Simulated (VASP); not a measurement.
The system is In.

```
In
1.0
    -1.88253    1.88253    1.88253
     1.88253   -1.88253    1.88253
     1.88253    1.88253   -1.88253
In
1
Direct
  0.00000 0.00000 0.00000
```

```yaml
Program: VASP 6.6.1
Task: relaxation of cell and atoms
Functional: PBEsol
Potentials_or_basis: VASP PAW PBE potentials, release 64 (In_d)
Cutoff: 600 eV
k_mesh: 16 × 16 × 16
Occupations: gaussian, width 0.1 eV
Spin: no spin polarisation
```

At the start: pressure -1.2 GPa; volume 26.69 Å³/atom.

Q: How do energy, volume and symmetry change on relaxing?

A: Over 3 steps the energy falls by 3.0 meV/atom and the volume is 25.90 Å³/atom (-3.0 %); space group Im-3m (No. 229, to 0.05 Å).

Step by step:
```tsv
step	energy change (eV)	largest force (eV/Å)	pressure (GPa)	volume (Å³)
1	0.0000	0.0000	-1.17	26.69
2	-0.0030	0.0000	-0.07	25.94
3	-0.0030	0.0000	0.00	25.90
```

Final structure:
```
CELL_PARAMETERS angstrom
-1.86382 1.86382 1.86382
1.86382 -1.86382 1.86382
1.86382 1.86382 -1.86382
ATOMIC_POSITIONS crystal
In 0.00000 0.00000 0.00000
```

Caveat: the PAW data sets were made with another functional, which shifts forces and pressure a little.
